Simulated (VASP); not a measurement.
Cu:

```
Cu
1.0
     2.53076    0.00000    0.00000
    -1.26538    2.19171    0.00000
     0.00000    0.00000    8.26182
Cu
4
Direct
  0.00000 0.00000 0.00000
  0.33333 0.66667 0.25000
  0.00000 0.00000 0.50000
  0.66667 0.33333 0.75000
```

Base run:

* Program: VASP 6.6.1
* Functional: LDA
* Potentials or basis: VASP PAW LDA potentials, release 64 (Cu)
* Cutoff: 520 eV
* k mesh: 10 × 10 × 3
* Occupations: fermi-dirac, width 0.1 eV
* Spin: no spin polarisation

Its results: band gap on the k mesh zero (band 22 reaches 10.81 eV, above the bottom of band 23 at 5.93 eV); pressure -7.3 GPa.

Q: The run is repeated on the same cell with these changes: potentials or basis from VASP PAW LDA potentials, release 64 (Cu) to VASP PAW LDA potentials, release 64 (Cu_sv_GW); cutoff from 520 eV to 700 eV; further incar settings from ALGO = Normal; EDIFF = 1e-06; NBANDS = 30 to ALGO = Normal; EDIFF = 1e-06; NBANDS = 46; valence electrons from 44 to 76. What comes out?

A: Band gap on the k mesh zero (band 38 reaches 10.65 eV, above the bottom of band 39 at 5.82 eV); pressure -12.8 GPa.
